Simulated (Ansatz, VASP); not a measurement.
**One calculation of WS2, two programs**

```xyz
6
Lattice="3.1832 0.0000 0.0000 -1.5916 2.7567 0.0000 0.0000 0.0000 23.6688" Properties=species:S:1:pos:R:3 pbc="T T T"
W     1.5916    0.9189    8.5842
W     0.0000    1.8378   15.0845
S     1.5916    0.9189   16.6335
S     0.0000    1.8378   10.1434
S     1.5916    0.9189   13.5253
S     0.0000    1.8378    7.0253
```

Alike in both runs: task single point; functional PBEsol; k mesh 9 × 9 × 2; occupations gaussian, width 0.02 eV; no spin polarisation.

```csv
,VASP,Ansatz
version,VASP 6.6.1,Ansatz 0.2.0
potentials or method,"VASP PAW PBE potentials, release 64 (W_sv, S), cutoff 520 eV","scalar-relativistic, plane waves, PAW"
valence electrons in the cell,52,52
```

Ansatz gave:

| Property | Result |
| --- | --- |
| rms of the force components (eV/Å) | 0.055 |

Task: Estimate VASP's values.

Result: rms of the force components (eV/Å): 0.052.

VASP's potentials were made for PBE, not for PBEsol. Atom by atom the forces differ by 0.010 eV/Å (rms over components). The functional is the same, so the differences come from potentials, cutoffs and numerics.

Spin-orbit coupling is off throughout.
